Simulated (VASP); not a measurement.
Input of a VASP 6.6.1 run:

Contents of INCAR:

```
SYSTEM = Cu4Sn
PREC     = Accurate       ! precision mode
ENCUT    = 520            ! plane-wave cutoff, eV
EDIFF    = 1E-7           ! SCF threshold, eV
ISMEAR   = 0              ! smearing method
SIGMA    = 0.1            ! smearing width, eV
LREAL    = .False.        ! projectors in reciprocal space
LASPH    = .True.         ! aspherical terms in the spheres
NELM     = 60             ! most SCF steps
ALGO     = Fast           ! electronic algorithm
ISIF     = 2              ! what is computed and relaxed
LWAVE    = .False.        ! write WAVECAR
LCHARG   = .True.         ! write CHGCAR
GGA      = PE             ! functional
LELF     = .True.         ! ELF
LVHAR    = .True.       
NBANDS   = 37             ! bands
```

KPOINTS

```
regular mesh
0
Gamma
  10 10 10
  0 0 0
```

Contents of POSCAR:

```
Cu4Sn
1.0
   -2.8924514670      2.8924514670      2.8924514670
    2.8924514670     -2.8924514670      2.8924514670
    2.8924514670      2.8924514670     -2.8924514670
Cu Sn
4 1
Direct
    0.5000000000      0.5000000000      0.5000000000
    0.5000000000      0.0000000000      0.0000000000
    0.0000000000      0.0000000000      0.5000000000
    0.0000000000      0.5000000000      0.0000000000
    0.0000000000      0.0000000000      0.0000000000
```

Potentials or basis: VASP PAW PBE potentials, release 64 (Cu, Sn_d).

Run with:

```console
$ cat potpaw_PBE.64/Cu/POTCAR potpaw_PBE.64/Sn_d/POTCAR > POTCAR
$ mpirun -np 1 vasp_std > vasp.out
```

Question: What does it give for the pressure?

Answer: 0.3 GPa.

Question: Estimate the band gap on the k mesh.

Answer: Zero (band 29 reaches 4.47 eV, above the bottom of band 30 at 4.10 eV).

Caveat: spin-orbit coupling is left out, which moves the levels of the heavy elements.
